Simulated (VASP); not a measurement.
# WC (P1) in VASP: single point with PBE

Aim: the single point of WC with PBE.

All numbers are computed with VASP 6.6.1; they aren't measurements. Logs are shortened: lines on timing, memory, paths and dates and some standing lists are left out, and cuts for length are marked.

### 1 The cell of the first run

The typed cell holds 16 atoms: a = 5.950 Å, b = 5.153 Å, c = 5.830 Å, α = 90.00°, β = 90.00°, γ = 90.00°.

### 2 Single point, PBE

File INCAR:

```
  PREC = Accurate
  ENCUT = 520
  EDIFF = 1E-7
  ISMEAR = -1
  SIGMA = 0.17
  LREAL = Auto
  LASPH = True
  NELM = 100
  ALGO = Normal
  ISIF = 2
  LWAVE = False
  LCHARG = False
  GGA = PE
  NBANDS = 86
```

File KPOINTS:

```
Automatic mesh
0
Gamma
  2 2 2
```

File POSCAR:

```
WC
1.0
   -2.9751040000     -5.1530310000      0.0000000000
    4.4626550000     -2.5765150000      0.0000000000
    0.0000000000      0.0000000000      5.8300500000
W C
8 8
Direct
    0.7189852987      0.5400498220      0.0263634103
    0.7294374738      0.5437911616      0.5120539275
    0.4799629925      0.0410383099      0.0077700877
    0.4704468862      0.0415959587      0.5104587439
    0.2465186136      0.5357166336     -0.0052143635
    0.2313759217      0.5390664145      0.5144895841
   -0.0183799975      0.0336162208     -0.0002229827
   -0.0207567292      0.0315387526      0.4965137520
    0.4884768863      0.6901428720      0.2568588606
    0.4793843571      0.7138392545      0.7602507697
    0.2534034591      0.2114888211      0.2639085428
    0.2241813650      0.2159841789      0.7486385194
   -0.0152386921      0.7023539365      0.2657781666
   -0.0260032991      0.6926005889      0.7518631916
    0.7504260387      0.1953535529      0.2751948954
    0.7352486145      0.1947363383      0.7425150728
```

Potentials or basis: VASP PAW PBE potentials, release 64 (W_sv, C).

On the command line:

```bash
$ cat potpaw_PBE.64/W_sv/POTCAR potpaw_PBE.64/C/POTCAR > POTCAR
$ mpirun -np 1 vasp_std > vasp.out
```

OUTCAR:

```text
PREC = Accurate
   ENCUT = 520
   EDIFF = 1E-7
   ISMEAR = -1
   LREAL = Auto
   LASPH = True
   NELM = 100
   ISIF = 2
   GGA = PE

 ion  position               nearest neighbor table
   1  0.719  0.540  0.026-   9 2.07  13 2.27  10 2.29  15 2.30  14 2.34  16 2.43   5 2.82   2 2.83
                             3 2.94   3 2.95   7 2.99   2 3.00   7 3.05   5 3.14
   2  0.729  0.544  0.512-  14 2.16   9 2.20  13 2.24  16 2.25  10 2.25  15 2.27   1 2.83   8 2.92
                             6 2.96   6 2.99   4 2.99   1 3.00   4 3.01   8 3.03
   3  0.480  0.041  0.008-  11 2.20  10 2.22  16 2.31   9 2.32  12 2.33  15 2.38   4 2.90   5 2.90
                             4 2.93   1 2.94   1 2.95   5 2.95   7 2.97   7 2.99
   4  0.470  0.042  0.510-  11 2.12  12 2.21  16 2.22  10 2.23  15 2.30   9 2.34   3 2.90   8 2.92
                             3 2.93   6 2.93   6 2.95   2 2.99   2 3.01   8 3.03
   5  0.247  0.536  0.995-  10 2.15  12 2.19   9 2.25  11 2.29  14 2.30  13 2.38   6 2.80   1 2.82
                             3 2.90   3 2.95   7 3.01   7 3.03   6 3.03   1 3.14
   6  0.231  0.539  0.514-  12 2.15  14 2.21  13 2.23  11 2.24  10 2.25   9 2.28   5 2.80   4 2.93
                             8 2.95   4 2.95   2 2.96   2 2.99   8 3.02   5 3.03
   7  0.982  0.034  1.000-  16 2.26  12 2.26  15 2.27  14 2.28  13 2.31  11 2.41   8 2.90   8 2.93
                             3 2.97   3 2.99   1 2.99   5 3.01   5 3.03   1 3.05
   8  0.979  0.032  0.497-  15 2.06  13 2.17  16 2.21  12 2.28  14 2.30  11 2.32   7 2.90   2 2.92
                             4 2.92   7 2.93   6 2.95   6 3.02   4 3.03   2 3.03
   9  0.488  0.690  0.257-   1 2.07   2 2.20   5 2.25   6 2.28   3 2.32   4 2.34
  10  0.479  0.714  0.760-   5 2.15   3 2.22   4 2.23   6 2.25   2 2.25   1 2.29
  11  0.253  0.211  0.264-   4 2.12   3 2.20   6 2.24   5 2.29   8 2.32   7 2.41
  12  0.224  0.216  0.749-   6 2.15   5 2.19   4 2.21   7 2.26   8 2.28   3 2.33
  13  0.985  0.702  0.266-   8 2.17   6 2.23   2 2.24   1 2.27   7 2.31   5 2.38
  14  0.974  0.693  0.752-   2 2.16   6 2.21   7 2.28   8 2.30   5 2.30   1 2.34
  15  0.750  0.195  0.275-   8 2.06   2 2.27   7 2.27   4 2.30   1 2.30   3 2.38
  16  0.735  0.195  0.743-   8 2.21   4 2.22   2 2.25   7 2.26   3 2.31   1 2.43

  LATTYP: Found a simple orthorhombic cell.
 ALAT       =     5.1530300983
 B/A-ratio  =     1.1313828735
 C/A-ratio  =     1.1547007564

  Lattice vectors:

 A1 = (   4.4626550000,  -2.5765150000,   0.0000000000)
 A2 = (   0.0000000000,   0.0000000000,   5.8300500000)
 A3 = (  -2.9751040000,  -5.1530310000,   0.0000000000)

Analysis of symmetry for initial positions (statically):
=====================================================================
 Subroutine PRICEL returns:
 Original cell was already a primitive cell.

[... 142 lines left out ...]
   PSTRESS=    0.0 pullay stress
   NELECT =     144.0000    total number of electrons
   NUPDOWN=      -1.0000    fix difference up-down
   EMIN   =  10.00;   EMAX   =-10.00  energy-range for DOS
   EFERMI =   0.00;   METHOD = LEGACY
   ISMEAR =    -1;   SIGMA  =   0.17  broadening in eV -4-tet -1-fermi 0-gaus
   EFERMI_NEDOS =   21; number of points for ismear=-14 and -15
   IALGO  =     38    algorithm
   IMIX   =      4    mixing-type and parameters
     AMIX     =   0.40;   BMIX     =  1.00
     AMIX_MAG =   1.60;   BMIX_MAG =  1.00
  volume/ion in A,a.u.               =      11.17        75.40
  Fermi-wavevector in a.u.,A,eV,Ry     =   1.523257  2.878539 31.569777  2.320313
  Thomas-Fermi vector in A             =   2.631725
   LORBIT       =      0    0 simple, 1 ext, 2 COOP (PROOUT), +10 PAW based schemes
   GGA     = PE    functional components
   LHFCALC =     F    Hartree Fock is set to
   AEXX    =    0.0000 exact exchange contribution
   IVDW    =     0    specifies the selected vdW correction
   LEPSILON=     F    determine dielectric tensor
   LRPA    =     F    only Hartree local field effects (RPA)
 non-spin polarized calculation
  energy-cutoff  :      520.00
  volume of cell :      178.76
 maximum number of plane-waves:      4849
 NGX is ok and might be reduce to    48
   NGX = 23   NGY = 19   NGZ = 21

 number of electron     144.0000003 magnetization

 Free energy of the ion-electron system (eV)
  ---------------------------------------------------
  ext. energy  EPLUGINS =         0.00000000
  ---------------------------------------------------
  free energy    TOTEN  =      -177.21463366 eV

  energy without entropy =     -176.81319770  energy(sigma->0) =     -177.01391568

 E-fermi :  10.4760     XC(G=0): -13.3829

 val. band max:       10.4707566236   @ k =   0.0000   0.0000   0.5000
 cond. band min:      10.5913848792   @ k =   0.5000   0.0000   0.5000
 fundamental gap:      0.1206282556
 Fermi energy:        10.4759878854

 k-point     1 :       0.0000    0.0000    0.0000
  band No.  band energies     occupation
      1     -64.1766      2.00000
      2     -64.1241      2.00000
      3     -64.0931      2.00000
      4     -64.0760      2.00000
      5     -63.9999      2.00000
      6     -63.9694      2.00000
[... 685 lines left out ...]
     83      13.6206      0.00000
     84      13.7008      0.00000
 [bands above 84 left out]

------------------------ aborting loop because EDIFF is reached ----------------------------------------

  FORCE on cell =-STRESS in cart. coord.  units (eV):
  Direction    XX          YY          ZZ          XY          YZ          ZX
  --------------------------------------------------------------------------------------
  -------------------------------------------------------------------------------------
  Total      -13.1797814    -16.0626319    -22.7359285      0.5933065     -0.8210490     -0.0990495
  in kB     -118.1276870   -143.9660873   -203.7774812      5.3176851     -7.3588942     -0.8877602
  external PRESSURE =    -155.2904185 kB  Pullay stress =       0.0000000 kB

 VOLUME and BASIS-vectors are now :
 -----------------------------------------------------------------------------
  energy-cutoff  :      520.00
  volume of cell :      178.76
      direct lattice vectors                 reciprocal lattice vectors
    -2.975104000 -5.153031000  0.000000000    -0.084030678 -0.145545407  0.000000000
     4.462655000 -2.576515000  0.000000000     0.168061388 -0.097030293  0.000000000
     0.000000000  0.000000000  5.830050000     0.000000000  0.000000000  0.171525116

 POSITION                                       TOTAL-FORCE (eV/Angst)
 -----------------------------------------------------------------------------------
      0.27100     -5.09640      0.15370        -1.942783     -1.810885     -2.628033
      0.25660     -5.15990      2.98530        -1.145911      0.397390      0.185382
     -1.24480     -2.57900      0.04530        -0.474596     -0.517498      0.127647
     -1.21400     -2.53140      2.97600        -1.359012     -1.375757     -0.229936
      1.65730     -2.65060      5.79965         1.314859      1.826252      2.201457
      1.71730     -2.58120      2.99950         0.085632     -0.159004     -1.674507
[... 8 lines left out ...]
     -1.36080     -4.37030      1.60440         1.445526      1.100266     -1.901544
     -1.31840     -4.29050      4.32890         0.800187      0.276397      1.221530
 -----------------------------------------------------------------------------------
    total drift:                                0.001361      0.012628     -0.010681

  FREE ENERGIE OF THE ION-ELECTRON SYSTEM (eV)
  ---------------------------------------------------
  free  energy   TOTEN  =      -177.2146336595 eV

  energy  without entropy=     -176.8131976954  energy(sigma->0) =     -177.01391568
```

OSZICAR:

```text
N       E                     dE             d eps       ncg     rms          rms(c)
DAV:   1     0.188993333868E+04    0.18899E+04   -0.78289E+04  1376   0.190E+03
DAV:   2    -0.103896860986E+02   -0.19003E+04   -0.18415E+04  1376   0.605E+02
DAV:   3    -0.193593292764E+03   -0.18320E+03   -0.17386E+03  1648   0.164E+02
DAV:   4    -0.201860300301E+03   -0.82670E+01   -0.80562E+01  1624   0.313E+01
DAV:   5    -0.202120391977E+03   -0.26009E+00   -0.25923E+00  1712   0.533E+00    0.802E+01
DAV:   6    -0.178127294427E+03    0.23993E+02   -0.16361E+02  1700   0.393E+01    0.226E+01
DAV:   7    -0.177459519440E+03    0.66777E+00   -0.10310E+01  1664   0.113E+01    0.126E+01
DAV:   8    -0.177359960056E+03    0.99559E-01   -0.20856E+00  1672   0.801E+00    0.368E+00
DAV:   9    -0.177215466302E+03    0.14449E+00   -0.52798E-01  1672   0.356E+00    0.742E-01
DAV:  10    -0.177214944966E+03    0.52134E-03   -0.71910E-02  1752   0.105E+00    0.495E-01
DAV:  11    -0.177214752233E+03    0.19273E-03   -0.58074E-03  1672   0.424E-01    0.251E-01
DAV:  12    -0.177214645385E+03    0.10685E-03   -0.20211E-03  1792   0.269E-01    0.724E-02
DAV:  13    -0.177214644110E+03    0.12744E-05   -0.36863E-04  1736   0.133E-01    0.305E-02
DAV:  14    -0.177214639855E+03    0.42556E-05   -0.46676E-05  1760   0.408E-02    0.208E-02
DAV:  15    -0.177214634954E+03    0.49009E-05   -0.13530E-05  1784   0.222E-02    0.820E-03
DAV:  16    -0.177214633688E+03    0.12657E-05   -0.37919E-06  1808   0.988E-03    0.268E-03
DAV:  17    -0.177214633659E+03    0.28413E-07   -0.85358E-07  1472   0.444E-03
   1 F= -.17721463E+03 E0= -.17701392E+03  d E =-.401436E+00
```

stdout:

```text
POSCAR found type information on POSCAR W C
 POSCAR found :  2 types and      16 ions
 scaLAPACK will be used
 LDA part: xc-table for (Slater+PW92), standard interpolation
 POSCAR, INCAR and KPOINTS ok, starting setup
 FFT: planning ... GRIDC
 FFT: planning ... GRID_SOFT
 FFT: planning ... GRID
 WAVECAR not read
 entering main loop
```

Run time: 3 min. Hardware: 1 thread of AMD EPYC 9R45 (Zen 5), shared host; peak memory 0.3 GiB.

What came out:

- Free energy: -177.2146 eV
- Pressure: -15.5 GPa
- Largest force: 3.736 eV/Å
- Band gap on the k mesh: zero (band 72 reaches 10.65 eV, above the bottom of band 73 at 10.30 eV)

Forces on the atoms (eV/Å):
```
W   -1.943 -1.811 -2.628
W   -1.146  0.397  0.185
W   -0.475 -0.517  0.128
W   -1.359 -1.376 -0.230
W    1.315  1.826  2.201
W    0.086 -0.159 -1.675
W    0.277 -0.084  0.533
W    0.047 -1.088  1.908
C    1.577  0.128  0.601
C   -0.518  0.044 -0.161
C    0.542  1.495 -0.932
C   -1.130  0.354  0.761
C   -0.177  0.061 -0.862
C    0.657 -0.648  0.851
C    1.446  1.100 -1.902
C    0.800  0.276  1.222
```

Stress tensor (GPa, compression positive):
```
-11.81   0.53  -0.09
  0.53 -14.40  -0.74
 -0.09  -0.74 -20.38
```

Caveat: the k points lie up to 0.61 Å⁻¹ apart; spin-orbit coupling is left out, which moves the levels of the heavy elements; forces of over 1 eV/Å act on the atoms, so gaps and moduli don't describe the material at rest.
